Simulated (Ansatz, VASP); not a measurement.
# Zr in VASP and in Ansatz

File INCAR:

```
SYSTEM = Zr
PREC     = Accurate       ! precision mode
ENCUT    = 520            ! plane-wave cutoff, eV
EDIFF    = 1E-6           ! SCF threshold, eV
ISMEAR   = -1             ! smearing method
SIGMA    = 0.1            ! smearing width, eV
LREAL    = .False.        ! projectors in reciprocal space
LASPH    = .True.         ! aspherical terms in the spheres
NELM     = 80             ! most SCF steps
ALGO     = Normal         ! electronic algorithm
ISIF     = 2              ! what is computed and relaxed
LWAVE    = .False.        ! write WAVECAR
LCHARG   = .False.        ! write CHGCAR
GGA      = CA             ! functional
NBANDS   = 19             ! bands
```

KPOINTS

```
regular mesh
0
Gamma
  19 19 10
  0 0 0
```

Contents of POSCAR:

```
Zr
1.0
    3.0577860800      0.0000000000      0.0000000000
   -1.5288930400      2.6481204246      0.0000000000
    0.0000000000      0.0000000000      4.9499560281
Zr
2
Direct
    0.3333333333      0.6666666667      0.2500000000
    0.6666666667      0.3333333333      0.7500000000
```

Input for Ansatz:

```yaml
crystal:
  lattice:
    - [3.05778608, 0.0, 0.0]
    - [-1.52889304, 2.6481204246, 0.0]
    - [0.0, 0.0, 4.9499560281]
  atoms:
    - { symbol: Zr, position: [0.3333333333, 0.6666666667, 0.25] }
    - { symbol: Zr, position: [0.6666666667, 0.3333333333, 0.75] }
hamiltonian:
  xc: lda
  pseudopotentials:
    kind: paw
    azcp:
      Zr: "pseudopotentials/Zr.paw.azcp"
basis:
  ecutwfc: 420
  fft_grid_basis: typed
kpoints:
  mp_grid: { grid: [19, 19, 10], shift: [0, 0, 0] }
magnetization:
  spin_polarized: false
scf:
  occupations: { method: fermi_dirac, width: 0.1 }
output:
  stress: true
```

Alike in both runs: task single point; functional LDA; k mesh 19 × 19 × 10; occupations fermi-dirac, width 0.1 eV; no spin polarisation.

```csv
,VASP,Ansatz
version,VASP 6.6.1,Ansatz 0.2.0
potentials or method,"VASP PAW LDA potentials, release 64 (Zr_sv), cutoff 520 eV","plane waves (420 eV) with PAW, scalar-relativistic"
valence electrons in the cell,24,24
```

VASP gave:

- pressure (GPa): 10.1
- traceless stress, the component that is largest in VASP (GPa): 1.10

Which values does Ansatz return?

Pressure (GPa): 10.0; traceless stress, the component that is largest in VASP (GPa): 1.05.

Ansatz warns that its potentials were made for another functional, while VASP's fit it. LDA's correlation is that of Perdew and Zunger in VASP and of Perdew and Wang (1992) in Ansatz.
